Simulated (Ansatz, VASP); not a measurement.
Two plane-wave programs on Bi2Au3S3

POSCAR

```
Bi2Au3S3
1.0
    5.7166190000      0.0000000000      0.0000000000
   -2.8583100000      4.9507420000      0.0000000000
   -2.8583100000      1.6502470000      6.6161980000
S Au Bi
3 3 2
Direct
    0.5000000000      0.5000000000      0.5000000000
    0.0807000000      0.9193000000      0.2421000000
    0.9193000000      0.0807000000      0.7579000000
    0.5000000000      0.0000000000      0.0000000000
    0.0000000000      0.5000000000      0.0000000000
    0.5000000000      0.5000000000      0.0000000000
    0.2423000000      0.7577000000      0.7269000000
    0.7577000000      0.2423000000      0.2731000000
```

Contents of INCAR.step1:

```
PREC = Accurate
ENCUT = 520
ISMEAR = -1
SIGMA = 0.1
LREAL = False
LASPH = True
NELM = 150
LMAXMIX = 4
LDAU = True
LDAUTYPE = 2
LDAUL = -1 2 -1
LDAUU = 0 8 0
LDAUJ = 0 0 0
NBANDS = 50
GGA = PE
ALGO = Normal
EDIFF = 1E-4
LWAVE = True
LCHARG = False
```

File INCAR.step2:

```
PREC = Accurate
ENCUT = 520
EDIFF = 1E-6
ISMEAR = -1
SIGMA = 0.1
LREAL = False
LASPH = True
NELM = 150
ALGO = Normal
ISIF = 2
LWAVE = False
LCHARG = False
LMAXMIX = 4
LDAU = True
LDAUTYPE = 2
LDAUL = -1 2 -1
LDAUU = 0 8 0
LDAUJ = 0 0 0
LDAUPRINT = 1
METAGGA = R2SCAN
LMIXTAU = True
NBANDS = 50
ISTART = 1
```

KPOINTS

```
regular mesh
0
Gamma
  4 4 4
```

Input for Ansatz:

```yaml
crystal:
  lattice:
    - [5.716619, 0.0, 0.0]
    - [-2.85831, 4.950742, 0.0]
    - [-2.85831, 1.650247, 6.616198]
  atoms:
    - { symbol: S, position: [0.5, 0.5, 0.5] }
    - { symbol: Au, position: [0.5, 0.0, 0.0] }
    - { symbol: Au, position: [0.0, 0.5, 0.0] }
    - { symbol: Au, position: [0.5, 0.5, 0.0] }
    - { symbol: Bi, position: [0.2423, 0.7577, 0.7269] }
    - { symbol: Bi, position: [0.7577, 0.2423, 0.2731] }
    - { symbol: S, position: [0.0807, 0.9193, 0.2421] }
    - { symbol: S, position: [0.9193, 0.0807, 0.7579] }
  symmetry: { tolerance: 0.0003 }
kpoints:
  mp_grid: { grid: [4, 4, 4], shift: [0, 0, 0] }
magnetization:
  spin_polarized: false
scf:
  occupations: { method: fermi_dirac }
  lower_state_search: "off"
hamiltonian:
  pseudopotentials: { kind: paw }
  xc: r2scan
  hubbard: { sites: [{ species: Au, l: d, u_eff: 8.0 }], double_counting: fll }
basis:
  ecutwfc: 500
output:
  forces: true
  stress: true
  eigenvalues: true
  write_density: true
  write_potential: true
  elf: true
  volumetric_format: npy
```

Alike in both runs: task single point; functional r2SCAN; k mesh 4 × 4 × 4; no spin polarisation; Hubbard terms Au d U = 8.0 eV.

```csv
,VASP,Ansatz
version,VASP 6.6.1,Ansatz 0.2.0
potentials or method,"VASP PAW PBE potentials, release 64 (S, Au, Bi_d), cutoff 520 eV",PAW plane waves
occupations,"fermi-dirac, width 0.1 eV",fermi-dirac
valence electrons in the cell,81,105
```

|  | VASP | Ansatz | Ansatz less VASP |
| --- | --- | --- | --- |
| gap on the k mesh at the Fermi level (eV) | none | none | - |
| pressure (GPa) | 10.9 | 15.0 | +4.11 |
| rms of the force components (eV/Å) | 2.736 | 3.116 | +0.3808 |

VASP's potentials were made for PBE, not for r2SCAN. The programs project onto different local orbitals, so the same U acts differently, and such runs can settle in different states. A gap of «none» marks a metal or a gap that the smearing closes. VASP's potentials hold 81 valence electrons a cell and Ansatz's 105, so a difference there can come from the potentials and not from the codes. Ansatz's warnings: filled band counts differ across k points, structure snapped to symmetry.

Neither program's run includes spin-orbit coupling.
